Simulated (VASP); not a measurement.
A run of VASP 6.6.1:

INCAR

```
PREC = Accurate
ENCUT = 520
EDIFF = 1E-6
ISMEAR = 0
SIGMA = 0.1
LREAL = False
LASPH = True
NELM = 100
ALGO = Normal
ISIF = 2
LWAVE = False
LCHARG = False
GGA = PE
NBANDS = 72
```

Contents of KPOINTS:

```
Automatic mesh
0
Gamma
  4 4 2
```

Contents of POSCAR:

```
Sn2GeO3
1.0
    3.7917069000      0.0000000000      0.0000000000
    0.0000000000      3.7917069000      0.0000000000
    0.0000000000      0.0000000000     14.7027087000
Sn Ge O
4 2 6
Direct
    0.0000000000      0.5000000000      0.0808040000
    0.0000000000      0.5000000000      0.4077410000
    0.5000000000      0.0000000000      0.9191960000
    0.5000000000      0.0000000000      0.5922590000
    0.0000000000      0.5000000000      0.7395080000
    0.5000000000      0.0000000000      0.2604920000
    0.0000000000      0.0000000000      0.6728030000
    0.0000000000      0.0000000000      0.0000000000
    0.0000000000      0.0000000000      0.3271970000
    0.5000000000      0.5000000000      0.6728030000
    0.5000000000      0.5000000000      0.0000000000
    0.5000000000      0.5000000000      0.3271970000
```

Potentials or basis: VASP PAW PBE potentials, release 64 (Sn_d, Ge_d, O).

Run with:

```sh
$ cat potpaw_PBE.64/Sn_d/POTCAR potpaw_PBE.64/Ge_d/POTCAR potpaw_PBE.64/O/POTCAR > POTCAR
$ mpirun -np 1 vasp_std > vasp.out
```

Hardware: 1 thread of Intel(R) Xeon(R) Platinum 8375C CPU @ 2.90GHz (Ice Lake), on a shared host.

Question: How long does it take, and how much memory?

Answer: It took 3 min on 1 thread of Intel(R) Xeon(R) Platinum 8375C CPU @ 2.90GHz (Ice Lake), with other jobs on the host, peak memory 0.36 GiB. Counts: scf iterations 17, k points 12.
